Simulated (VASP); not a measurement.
Here is a VASP 6.6.1 calculation.

INCAR

```
ALGO = Normal
EDIFF = 1E-7
ENCUT = 520
GGA = PE
ISIF = 2
ISMEAR = 0
LASPH = T
LCHARG = T
LELF = T
LREAL = F
LVHAR = T
LWAVE = F
NBANDS = 45
NELM = 100
PREC = Accurate
SIGMA = 0.01
```

Contents of KPOINTS:

```
k-points
0
Gamma
  6 6 2
```

The input POSCAR:

```
YIn3N4
1.0
    3.6068042530      0.0000000000      0.0000000000
   -1.8034021265      3.1235841096      0.0000000000
    0.0000000000      0.0000000000     11.4620579308
In Y N
3 1 4
Direct
    0.3333333333      0.6666666667      0.0030044521
    0.3333333333      0.6666666667      0.4950109370
    0.6666666667      0.3333333333      0.2488378415
    0.6666666667      0.3333333333      0.7445716009
    0.3333333333      0.6666666667      0.1927630929
    0.3333333333      0.6666666667      0.6837441287
    0.6666666667      0.3333333333      0.4388200608
    0.6666666667      0.3333333333      0.9432478861
```

Potentials or basis: VASP PAW PBE potentials, release 64 (In_d, Y_sv, N).

Launch:

```sh
$ cat potpaw_PBE.64/In_d/POTCAR potpaw_PBE.64/Y_sv/POTCAR potpaw_PBE.64/N/POTCAR > POTCAR
$ mpirun -np 1 vasp_std > vasp.out
```

**Question.** What does it give for the band gap on the k mesh?

**Answer.** 0.43 eV (least direct gap 0.44 eV).

**Question.** Predict the pressure.

**Answer.** 3.9 GPa.

**Question.** Predict the largest force.

**Answer.** 0.067 eV/Å.

Stress tensor (GPa, compression positive):
```
3.99 0.00 0.00
0.00 3.99 0.00
0.00 0.00 3.76
```

Caveat: the cell stands under pressure; spin-orbit coupling is left out, which moves the levels of the heavy elements.
